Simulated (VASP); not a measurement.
Runs of VASP 6.6.1 on Li2H7. The structure is that of space group C2/m (No. 12), or close to it. The cells are those of the table. 

```csv
task,cell,k mesh,cutoff (eV),gap on the mesh (eV),pressure (GPa),relaxed volume (Å³/atom),largest force (eV/Å)
relaxation of cell and atoms,"relaxed from a = 3.335, b = 3.335, c = 5.549 Å, angles 99.1, 99.1, 96.4°, 9 atoms",12 × 12 × 8,600,none,0.1,6.61,0.01
relaxation of cell and atoms,"relaxed from a = 3.455, b = 3.455, c = 5.589 Å, angles 100.8, 100.8, 94.6°, 9 atoms",12 × 12 × 8,600,none,0.0,7.07,0.01
single point,"a = 3.335, b = 3.335, c = 5.549 Å, angles 99.1, 99.1, 96.4°, 9 atoms",6 × 6 × 4,520,none,-,-,0.01
single point,"a = 3.455, b = 3.455, c = 5.589 Å, angles 100.8, 100.8, 94.6°, 9 atoms",12 × 12 × 8,520,none,-,-,0.01
single point,"a = 4.167, b = 4.167, c = 5.514 Å, angles 97.8, 97.8, 120.9°, 9 atoms",6 × 6 × 4,520,none,-,-,0.29
relaxation of cell and atoms,"relaxed from a = 4.167, b = 4.167, c = 5.514 Å, angles 97.8, 97.8, 120.9°, 9 atoms",6 × 6 × 4,600,none,0.0,(a),0.03
```

Alike in all rows: level PBE; potentials or basis VASP PAW PBE potentials, release 64 (Li_sv, H); no spin polarisation; smearing gaussian 0.1 eV.

Question: Estimate the missing entries.

Answer: (a) 6.47.

Caveats: the cutoff is under 1.25 times the usual one of these potentials, so pressure, stress and relaxed cells hold a basis-set (Pulay) error; the volume moved by over 15 % at a fixed basis, so the end points are rough (some runs).

A gap of «none» marks levels without a gap at the run's occupations.
